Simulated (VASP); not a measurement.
# Zn3Cu: single point with LDA

The system is Zn3Cu.

```
Zn Cu
1.0
     1.51501   -2.16659    0.00000
     1.51501    2.16659    0.00000
     0.00000    0.00000    8.54104
Zn Cu
3 1
Direct
  0.50000 0.50000 0.76368
  0.00000 0.00000 0.50000
  0.50000 0.50000 0.23632
  0.00000 0.00000 0.00000
```

- Program: VASP 6.6.1
- Task: single point
- Functional: LDA
- Potentials or basis: VASP PAW LDA potentials, release 64 (Zn, Cu)
- Cutoff: 520 eV
- k mesh: 16 × 16 × 6
- Occupations: gaussian, width 0.05 eV
- Spin: no spin polarisation
- Dipole correction: no
- Further INCAR settings: ALGO = Normal; EDIFF = 1e-07; NBANDS = 32

```yaml
Pressure: -9.5 GPa
Largest_force: 0.067 eV/Å
Band_gap_on_the_k_mesh: zero (an odd number of electrons rules out a gap without spin polarisation)
```

Forces in eV/Å, atoms in the order of the input:
```
Zn   0.000  0.000  0.067
Zn   0.000  0.000  0.000
Zn   0.000  0.000 -0.067
Cu   0.000  0.000  0.000
```

Stress tensor (GPa, compression positive):
```
-9.09  0.00  0.00
 0.00 -9.58  0.00
 0.00  0.00 -9.95
```

Levels at points of the mesh, in eV from the Fermi level:
| k point | band 20 | band 21 | band 22 | band 23 | band 24 | band 25 | band 26 | band 27 | band 28 | band 29 |
| --- | --- | --- | --- | --- | --- | --- | --- | --- | --- | --- |
| (0.00, 0.00, 0.00) | -3.63 | -2.83 | -2.73 | -2.63 | -2.29 | 0.28 | 9.32 | 9.95 | 12.54 | 13.85 |
| (0.50, 0.00, 0.00) | -2.77 | -2.60 | -2.49 | -2.10 | -2.04 | -0.07 | 0.53 | 4.94 | 5.22 | 5.57 |
| (0.50, 0.50, 0.00) | -2.55 | -2.11 | -0.34 | 0.43 | 0.48 | 0.72 | 2.10 | 4.96 | 5.01 | 5.28 |
| (0.00, 0.00, 0.50) | -3.63 | -3.44 | -2.83 | -2.73 | -2.63 | 3.31 | 4.64 | 13.08 | 13.52 | 14.29 |
| (0.50, 0.00, 0.50) | -3.19 | -2.76 | -2.76 | -2.46 | -1.45 | 1.09 | 1.50 | 2.04 | 2.88 | 9.09 |
| (0.50, 0.50, 0.50) | -2.11 | -1.59 | -1.59 | -0.44 | 0.77 | 2.59 | 3.08 | 3.44 | 3.78 | 5.59 |

Run time: 5.4 min on 1 thread of AMD EPYC 9R45 96-Core Processor (Zen 5) (shared host), peak memory 0.47 GiB.

Caveat: the cell stands under tension.
